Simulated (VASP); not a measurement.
Al8Ni8CO2: single point with PBE+D3(BJ)

System: Al8Ni8CO2, a slab with vacuum.

```
Al Ni C O
1.0
     5.71942    0.00000    0.00000
     0.00000    5.71942    0.00000
     0.00000    0.00000   17.28957
Al Ni C O
8 8 1 2
Direct
  0.24992 0.24926 0.14021
  0.25377 0.24954 0.30185
  0.25006 0.75037 0.13995
  0.25244 0.74997 0.30119
  0.75027 0.24940 0.13934
  0.74649 0.24529 0.29578
  0.75011 0.75013 0.13943
  0.74815 0.74925 0.29826
  0.00000 0.00000 0.05784
  0.00003 0.99916 0.22717
  0.00000 0.50000 0.05784
  0.00042 0.49905 0.22610
  0.50000 0.00000 0.05784
  0.50024 0.00040 0.22632
  0.50000 0.50000 0.05784
  0.49975 0.49949 0.22512
  0.90537 0.41100 0.42939
  0.86642 0.20847 0.42089
  0.92359 0.61527 0.42522
```

```
Program             : VASP 6.6.1
Task                : single point
Functional          : PBE
Dispersion          : D3(BJ)
Potentials or basis : VASP PAW PBE potentials, release 64 (Al, Ni, C, O)
Cutoff              : 520 eV
k mesh              : 3 × 3 × 1
Occupations         : fermi-dirac, width 0.15 eV
Spin                : collinear spin, ferromagnetic start
Starting moments    : [0.0, 0.0, 0.0, 0.0, 0.0, 0.0, 0.0, 0.0, 0.8, 0.8, 0.8, 0.8, 0.8, 0.8, 0.8, 0.8, 0.0, 0.0, 0.0] μB
```

```
Largest force                                         : 1.290 eV/Å
Band gap on the k mesh                                : zero (filled and empty bands overlap)
Net moment                                            : 0.00 μB per cell
Valence electrons inside the program's atomic spheres : Al 0.80, 0.81, 0.79 (each value once); Ni 9.16, 9.55, 9.54, 9.57, 9.56 (each value once); C 2.71; O 5.14
Dispersion energy per atom                            : -0.260 eV
```

Forces on the atoms (eV/Å):
```
Al  -0.010 -0.014 -1.069
Al   0.113 -0.019  0.169
Al  -0.005 -0.008 -1.052
Al   0.058  0.008  0.243
Al   0.022 -0.015 -1.194
Al  -0.026 -0.185  0.096
Al   0.016 -0.005 -1.115
Al  -0.006  0.017  0.189
Ni   0.022 -0.010  0.507
Ni   0.141 -0.113 -0.033
Ni   0.027 -0.002  0.523
Ni   0.032 -0.076  0.111
Ni  -0.015 -0.011  0.457
Ni  -0.092 -0.122 -0.113
Ni  -0.018 -0.009  0.484
Ni   0.032  0.038  0.072
C    0.499 -0.065  1.188
O   -0.587 -0.513  0.031
O   -0.201  1.105  0.505
```

Levels at points of the mesh, in eV from the Fermi level:
Spin up:
```
           k point  band 58  band 59  band 60  band 61  band 62  band 63  band 64  band 65
(0.00, 0.00, 0.00)    -0.63    -0.30    -0.28    -0.26    -0.24     0.11     0.37     1.46
```
Spin down:
```
           k point  band 58  band 59  band 60  band 61  band 62  band 63  band 64  band 65
(0.00, 0.00, 0.00)    -0.63    -0.30    -0.28    -0.26    -0.24     0.11     0.37     1.46
```

Run time: 58 min on 1 thread of Intel Xeon 8259CL, with other jobs on the host, peak memory 1.1 GiB.

Caveat: the k points lie up to 0.37 Å⁻¹ apart. With open d or f shells a metallic result of PBE can be an artefact of self-interaction; +U or a hybrid may open a gap.
